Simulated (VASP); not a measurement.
# Be (I4_1/amd) in VASP: a series of runs

The runs below take Be through relaxation of cell and atoms, with PBE.

All numbers are computed with VASP 6.6.1; they aren't measurements. Logs are shortened: lines on timing, memory, paths and dates and some standing lists are left out, and cuts for length are marked.

## Step 1: The cell of the first run

It takes space group I4_1/amd (No. 141, tetragonal). The conventional cell has a = 2.912 Å, b = 2.912 Å, c = 1.602 Å, α = 90.00°, β = 90.00°, γ = 90.00°. Within 2.0 Å of Be (site symmetry -4m2) lie 10 Be at 1.51 to 1.89 Å.

## Step 2: Relaxation of cell and atoms, PBE, target pressure 420 GPa, at which the enthalpy is minimised

Contents of INCAR:

```
SYSTEM = Be
PREC = Accurate
ENCUT = 600
EDIFF = 1E-6
ISMEAR = -1
SIGMA = 0.08
LREAL = .False.
LASPH = .True.
NELM = 60
ALGO = Normal
ISIF = 3
LWAVE = .False.
LCHARG = .False.
GGA = PE
IBRION = 2
NSW = 60
EDIFFG = -0.005
PSTRESS = 4200.0
```

Contents of KPOINTS:

```
Automatic mesh
0
Gamma
  27 27 27
  0 0 0
```

Contents of POSCAR:

```
Be
1.0
   -1.4560932251      1.4560932251      0.8008512738
    1.4560932251     -1.4560932251      0.8008512738
    1.4560932251      1.4560932251     -0.8008512738
Be
2
Direct
   -0.3750000000     -0.1250000000     -0.2500000000
    0.3750000000      0.1250000000      0.2500000000
```

Potentials or basis: VASP PAW PBE potentials, release 64 (Be).

Run with:

```console
> cat potpaw_PBE.64/Be/POTCAR > POTCAR
> mpirun -np 1 vasp_std > vasp.out
```

OUTCAR:

```text
SYSTEM = Be
   PREC = Accurate
   ENCUT = 600
   EDIFF = 1E-6
   ISMEAR = -1
   LREAL = .False.
   LASPH = .True.
   NELM = 60
   ISIF = 3
   GGA = PE
   IBRION = 2
   NSW = 60
   EDIFFG = -0.005
   PSTRESS = 4200.0

 ion  position               nearest neighbor table
   1  0.625  0.875  0.750-   2 1.51   2 1.51   2 1.51   2 1.51   2 1.89   2 1.89   2 1.89   2 1.89

   2  0.375  0.125  0.250-   1 1.51   1 1.51   1 1.51   1 1.51   1 1.89   1 1.89   1 1.89   1 1.89

  LATTYP: Found a body centered tetragonal cell.
 ALAT       =     2.9121864502
 C/A-ratio  =     0.5500000000

  Lattice vectors:

 A1 = (  -1.4560932251,   1.4560932251,   0.8008512738)
 A2 = (   1.4560932251,  -1.4560932251,   0.8008512738)
 A3 = (   1.4560932251,   1.4560932251,  -0.8008512738)

Analysis of symmetry for initial positions (statically):
=====================================================================
 Subroutine PRICEL returns:
 Original cell was already a primitive cell.

 Routine SETGRP: Setting up the symmetry group for a
 body centered tetragonal supercell.

 Subroutine GETGRP returns: Found 16 space group operations
 (whereof  4 operations were pure point group operations)
 out of a pool of 16 trial point group operations.

The static configuration has the point symmetry C_2h.
 The point group associated with its full space group is D_4h.

Analysis of symmetry for dynamics (positions and initial velocities):
=====================================================================
 Subroutine PRICEL returns:
 Original cell was already a primitive cell.

 Routine SETGRP: Setting up the symmetry group for a
 body centered tetragonal supercell.

 Subroutine GETGRP returns: Found 16 space group operations
 (whereof  4 operations were pure point group operations)
 out of a pool of 16 trial point group operations.

The dynamic configuration has the point symmetry C_2h.
 The point group associated with its full space group is D_4h.

 Subroutine INISYM returns: Found 16 space group operations
 (whereof  4 operations are pure point group operations),
 and found     1 'primitive' translations

----------------------------------------------------------------------------------------

                                     Primitive cell

  volume of cell :       6.7919

  direct lattice vectors                    reciprocal lattice vectors
    -1.456093225  1.456093225  0.800851274     0.000000000  0.343384607  0.624335649
     1.456093225 -1.456093225  0.800851274     0.343384607  0.000000000  0.624335649
     1.456093225  1.456093225 -0.800851274     0.343384607  0.343384607  0.000000000

  length of vectors
     2.209474536  2.209474536  2.209474536     0.712536309  0.712536309  0.485619168

  position of ions in fractional coordinates (direct lattice)
     0.625000000  0.875000000  0.750000000
     0.375000000  0.125000000  0.250000000

  ion indices of the primitive-cell ions
   primitive index   ion index
                 1           1
                 2           2

----------------------------------------------------------------------------------------

 KPOINTS: Automatic mesh

Automatic generation of k-mesh.
 Grid dimensions read from file:
 generate k-points for:   27   27   27

 Generating k-lattice:

  Cartesian coordinates                     Fractional coordinates (reciprocal lattice)
     0.000000000  0.012717948  0.023123543     0.037037037  0.000000000  0.000000000
     0.012717948  0.000000000  0.023123543     0.000000000  0.037037037  0.000000000
     0.012717948  0.012717948  0.000000000     0.000000000  0.000000000  0.037037037

  Length of vectors
     0.026390234  0.026390234  0.017985895

  Shift w.r.t. Gamma in fractional coordinates (k-lattice)
     0.000000000  0.000000000  0.000000000

 Subroutine IBZKPT returns following result:
 ===========================================

 Found   1470 irreducible k-points:

 Following reciprocal coordinates:
            Coordinates               Weight
  0.000000  0.000000  0.000000      1.000000
  0.037037  0.000000  0.000000      8.000000
  0.074074  0.000000  0.000000      8.000000
  0.111111 -0.000000  0.000000      8.000000
  0.148148  0.000000 -0.000000      8.000000
  0.185185  0.000000  0.000000      8.000000
[... 16 lines left out ...]
  0.333333  0.037037 -0.000000     16.000000
  0.370370  0.037037  0.000000     16.000000
 [... further k-points ...]
   k-points           NKPTS =   1470   k-points in BZ     NKDIM =   1470   number of bands    NBANDS=      6
   number of dos      NEDOS =    301   number of ions     NIONS =      2
   total plane-waves  NPLWV =   5832
   dimension x,y,z NGX =    18 NGY =   18 NGZ =   18
   dimension x,y,z NGXF=    36 NGYF=   36 NGZF=   36
   ions per type =               2
   NGX,Y,Z   is equivalent  to a cutoff of  13.54, 13.54, 13.54 a.u.
   NGXF,Y,Z  is equivalent  to a cutoff of  27.09, 27.09, 27.09 a.u.
 SYSTEM =  Be
   PREC   = accura    normal or accurate (medium, high low for compatibility)
   ISTART =      0    job   : 0-new  1-cont  2-samecut
   ICHARG =      2    charge: 1-file 2-atom 10-const
   ISPIN  =      1    spin polarized calculation?
   LNONCOLLINEAR =      F non collinear calculations
   LSORBIT =      F    spin-orbit coupling
   LASPH  =      T    aspherical Exc in radial PAW
   ENCUT  =  600.0 eV  44.10 Ry    6.64 a.u.   4.41  4.41  4.41*2*pi/ulx,y,z
   NELM   =     60;   NELMIN=  2; NELMDL= -5     # of ELM steps
   EDIFF  = 0.1E-05   stopping-criterion for ELM
   LREAL  =      F    real-space projection
   EDIFFG = -.5E-02   stopping-criterion for IOM
   NSW    =     60    number of steps for IOM
   IBRION =      2    ionic relax: 0-MD 1-quasi-New 2-CG
   NFREE  =      1    steps in history (QN), initial steepest desc. (CG)
   ISIF   =      3    stress and relaxation
   ISYM   =      2    0-nonsym 1-usesym 2-fastsym
   POTIM  = 0.5000    time-step for ionic-motion
   TEBEG  =    0.0;   TEEND  =   0.0 temperature during run
   PSTRESS= 4200.0 pullay stress
   NELECT =       4.0000    total number of electrons
   NUPDOWN=      -1.0000    fix difference up-down
   EMIN   =  10.00;   EMAX   =-10.00  energy-range for DOS
   EFERMI =   0.00;   METHOD = LEGACY
   ISMEAR =    -1;   SIGMA  =   0.08  broadening in eV -4-tet -1-fermi 0-gaus
   EFERMI_NEDOS =   21; number of points for ismear=-14 and -15
   IALGO  =     38    algorithm
   IMIX   =      4    mixing-type and parameters
     AMIX     =   0.40;   BMIX     =  1.00
     AMIX_MAG =   1.60;   BMIX_MAG =  1.00
  volume/ion in A,a.u.               =       3.40        22.92
  Fermi-wavevector in a.u.,A,eV,Ry     =   1.372244  2.593166 25.620509  1.883054
  Thomas-Fermi vector in A             =   2.497869
   LORBIT       =      0    0 simple, 1 ext, 2 COOP (PROOUT), +10 PAW based schemes
   GGA     = PE    functional components
   LHFCALC =     F    Hartree Fock is set to
   AEXX    =    0.0000 exact exchange contribution
   IVDW    =     0    specifies the selected vdW correction
   LEPSILON=     F    determine dielectric tensor
   LRPA    =     F    only Hartree local field effects (RPA)
 conjugate gradient relaxation of ions
 non-spin polarized calculation
  energy-cutoff  :      600.00
  volume of cell :        6.79
 maximum number of plane-waves:       241
 NGX is ok and might be reduce to    18
   NGX =  9   NGY =  9   NGZ =  9

--------------------------------------- Ionic step        1  -------------------------------------------

 number of electron       4.0000000 magnetization

 Free energy of the ion-electron system (eV)
  ---------------------------------------------------
  ext. energy  EPLUGINS =         0.00000000
  ---------------------------------------------------
  free energy    TOTEN  =         1.74832034 eV

  energy without entropy =        1.75211540  energy(sigma->0) =        1.75021787

------------------------ aborting loop because EDIFF is reached ----------------------------------------

  FORCE on cell =-STRESS in cart. coord.  units (eV):
  Direction    XX          YY          ZZ          XY          YZ          ZX
  --------------------------------------------------------------------------------------
  -------------------------------------------------------------------------------------
  Total       19.1051166     19.1051166     19.1091764      0.0000000     -0.0000000      0.0000000
  in kB     4506.8183090   4506.8183090   4507.7760044      0.0000000     -0.0000000      0.0000000
  external PRESSURE =     307.1375408 kB  Pullay stress =    4200.0000000 kB

 VOLUME and BASIS-vectors are now :
 -----------------------------------------------------------------------------
  energy-cutoff  :      600.00
  volume of cell :        6.79
      direct lattice vectors                 reciprocal lattice vectors
    -1.456093225  1.456093225  0.800851274     0.000000000  0.343384607  0.624335649
     1.456093225 -1.456093225  0.800851274     0.343384607  0.000000000  0.624335649
     1.456093225  1.456093225 -0.800851274     0.343384607  0.343384607  0.000000000
[... 84 lines left out ...]
  FREE ENERGIE OF THE ION-ELECTRON SYSTEM (eV)
  ---------------------------------------------------
  free  energy   TOTEN  =         1.2469908818 eV

  energy  without entropy=        1.2508329678  energy(sigma->0) =        1.24891192

  enthalpy is  TOTEN    =        19.5358139122 eV   P V=       18.2888230305

--------------------------------------- Ionic step        4  -------------------------------------------

 number of electron       4.0000000 magnetization

 Free energy of the ion-electron system (eV)
  ---------------------------------------------------
  ext. energy  EPLUGINS =         0.00000000
  ---------------------------------------------------
  free energy    TOTEN  =         1.25856369 eV

  energy without entropy =        1.26240464  energy(sigma->0) =        1.26048416

 E-fermi :  17.7965     XC(G=0): -13.6551

 val. band max:       17.7923477735   @ k =   0.2963   0.0741   0.0370
 cond. band min:      17.8129529723   @ k =  -0.1481   0.4444   0.1481
 fundamental gap:      0.0206051988
 Fermi energy:        17.7965187198

 k-point     1 :       0.0000    0.0000    0.0000
  band No.  band energies     occupation
      1       0.5595      2.00000
      2      18.9059      0.00000
      3      18.9059      0.00000
      4      27.3316      0.00000
      5      40.3915      0.00000
      6      48.4068      0.00000

 k-point     2 :       0.0370    0.0000    0.0000
  band No.  band energies     occupation
      1       0.6034      2.00000
      2      18.8111      0.00001
      3      18.9824      0.00000
      4      27.6242      0.00000
      5      39.7592      0.00000
      6      47.9118      0.00000
[... 181 lines left out ...]
 k-point    23 :       0.3333    0.0370   -0.0000
  band No.  band energies     occupation
      1       5.0002      2.00000
      2      19.1128      0.00000
      3      20.3524      0.00000
      4      24.6834      0.00000
      5      30.6545      0.00000
      6      33.0161      0.00000

 k-point    24 :       0.3704    0.0370    0.0000
  band No.  band energies     occupation
      1       5.8995      2.00000
      2      17.9480      0.26165
      3      20.5074      0.00000
      4      24.2912      0.00000
      5      29.0470      0.00000
      6      32.5050      0.00000

 [... further k-points ...]

------------------------ aborting loop because EDIFF is reached ----------------------------------------

  FORCE on cell =-STRESS in cart. coord.  units (eV):
  Direction    XX          YY          ZZ          XY          YZ          ZX
  --------------------------------------------------------------------------------------
  -------------------------------------------------------------------------------------
  Total       18.2816980     18.2816980     18.2679933      0.0000000      0.0000000     -0.0000000
  in kB     4201.0245048   4201.0245048   4197.8752438      0.0000000      0.0000000     -0.0000000
  external PRESSURE =      -0.0252489 kB  Pullay stress =    4200.0000000 kB

 VOLUME and BASIS-vectors are now :
 -----------------------------------------------------------------------------
  energy-cutoff  :      600.00
  volume of cell :        6.97
      direct lattice vectors                 reciprocal lattice vectors
    -1.468855745  1.468855745  0.807892570     0.000000000  0.340401024  0.618894168
     1.468855745 -1.468855745  0.807892570     0.340401024  0.000000000  0.618894168
     1.468855745  1.468855745 -0.807892570     0.340401024  0.340401024  0.000000000

 POSITION                                       TOTAL-FORCE (eV/Angst)
 -----------------------------------------------------------------------------------
      1.46886      0.73443      0.60592         0.000000      0.000000     -0.000000
      0.00000      0.73443      0.20197        -0.000000     -0.000000      0.000000
 -----------------------------------------------------------------------------------
    total drift:                               -0.000000     -0.000000     -0.000000

  FREE ENERGIE OF THE ION-ELECTRON SYSTEM (eV)
  ---------------------------------------------------
  free  energy   TOTEN  =         1.2585636872 eV

  energy  without entropy=        1.2624046387  energy(sigma->0) =        1.26048416

  enthalpy is  TOTEN    =        19.5358033310 eV   P V=       18.2772396438

 reached required accuracy - stopping structural energy minimisation
```

Run time: 2.7 min. Hardware: 1 thread of Intel Xeon Platinum 8259CL at 2.50GHz (Skylake/Cascade Lake), shared host; peak memory 0.18 GiB.

Results:

* Free energy: 1.2586 eV
* Relaxed volume: 3.49 Å³/atom
* Relaxed cell: a = 2.229 Å, b = 2.229 Å, c = 2.229 Å, α = 97.55°, β = 97.55°, γ = 137.50°
* Space group after relaxing (to 0.1 Å): I4_1/amd (No. 141)
* Energy change on relaxing (the run minimises the enthalpy): -244.9 meV/atom
* Ionic steps: 4
* Pressure after relaxing: 420.0 GPa
* Band gap on the k mesh: zero (bands 2 and 3 overlap by 11.65 eV)

Step by step:
| step | energy change (eV) | largest force (eV/Å) | pressure (GPa) | volume (Å³) |
| --- | --- | --- | --- | --- |
| 1 | 0.0000 | 0.0000 | 450.71 | 6.79 |
| 2 | -1.6387 | 0.0000 | 349.84 | 7.45 |
| 3 | -0.5013 | 0.0000 | 419.27 | 6.98 |
| 4 | -0.4898 | 0.0000 | 420.00 | 6.97 |

Final structure:
```
CELL_PARAMETERS angstrom
-1.46886 1.46886 0.80789
1.46886 -1.46886 0.80789
1.46886 1.46886 -0.80789
ATOMIC_POSITIONS crystal
Be 0.62500 0.87500 0.75000
Be 0.37500 0.12500 0.25000
```

Caveat: the cell is relaxed towards a set pressure, so the run minimises the enthalpy, not the energy.

## Step 3: Relaxation of cell and atoms, PBE, target pressure 420 GPa, at which the enthalpy is minimised

This run uses another cell than the first one, of 3.47 Å³/atom.

Contents of INCAR:

```
SYSTEM = Be
PREC = Accurate ; ENCUT = 600
EDIFF = 1E-6 ; ISMEAR = -1
SIGMA = 0.08 ; LREAL = .False.
LASPH = .True. ; NELM = 100
ALGO = Normal ; ISIF = 3
LWAVE = .False. ; LCHARG = .False.
GGA = PE ; IBRION = 2
NSW = 32 ; EDIFFG = -0.005
PSTRESS = 4200.0
```

KPOINTS is that of step 2.

Contents of POSCAR:

```
Be
1.0
   -1.4670475735      1.4670475735      0.8071072647
    1.4670475735     -1.4670475735      0.8071072647
    1.4670475735      1.4670475735     -0.8071072647
Be
2
Direct
   -0.3750000000     -0.1250000000     -0.2500000000
    0.3750000000      0.1250000000      0.2500000000
```

Potentials or basis: VASP PAW PBE potentials, release 64 (Be).

Run with:

```console
> cat potpaw_PBE.64/Be/POTCAR > POTCAR
> mpirun -np 1 vasp_std > vasp.out
```

It took 2.2 min on 1 thread of Intel Xeon Platinum 8259CL at 2.50GHz (Skylake/Cascade Lake), shared host; peak memory 0.19 GiB.

Results (log left out):

```
Free energy                                                : 1.2591 eV
Relaxed volume                                             : 3.49 Å³/atom
Relaxed cell                                               : a = 2.229 Å, b = 2.229 Å, c = 2.229 Å, α = 97.55°, β = 97.55°, γ = 137.50°
Space group after relaxing (to 0.1 Å)                      : I4_1/amd (No. 141)
Energy change on relaxing (the run minimises the enthalpy) : -31.2 meV/atom
Ionic steps                                                : 3
Pressure after relaxing                                    : 420.0 GPa
Band gap on the k mesh                                     : zero (bands 2 and 3 overlap by 11.65 eV)
```

Stress tensor (GPa, compression positive):
```
420.14   0.00   0.00
  0.00 420.14   0.00
  0.00   0.00 419.78
```

The path:
| step | energy change (eV) | largest force (eV/Å) | pressure (GPa) | volume (Å³) |
| --- | --- | --- | --- | --- |
| 1 | 0.0000 | 0.0000 | 423.91 | 6.95 |
| 2 | -0.2230 | 0.0000 | 410.06 | 7.03 |
| 3 | -0.0624 | 0.0000 | 420.02 | 6.97 |

Final structure:
```xyz
2
Lattice="-1.4688 1.4688 0.8079 1.4688 -1.4688 0.8079 1.4688 1.4688 -0.8079" Properties=species:S:1:pos:R:3 pbc="T T T"
Be    1.4688    0.7344    0.6059
Be    0.0000    0.7344    0.2020
```

Levels at points of the mesh, in eV from the Fermi level:
| k point | band 1 | band 2 | band 3 | band 4 | band 5 | band 6 |
| --- | --- | --- | --- | --- | --- | --- |
| (0.00, 0.00, 0.00) | -17.24 | 1.11 | 1.11 | 9.54 | 22.60 | 30.61 |

Caveat: the cell is relaxed towards a set pressure, so the run minimises the enthalpy, not the energy.
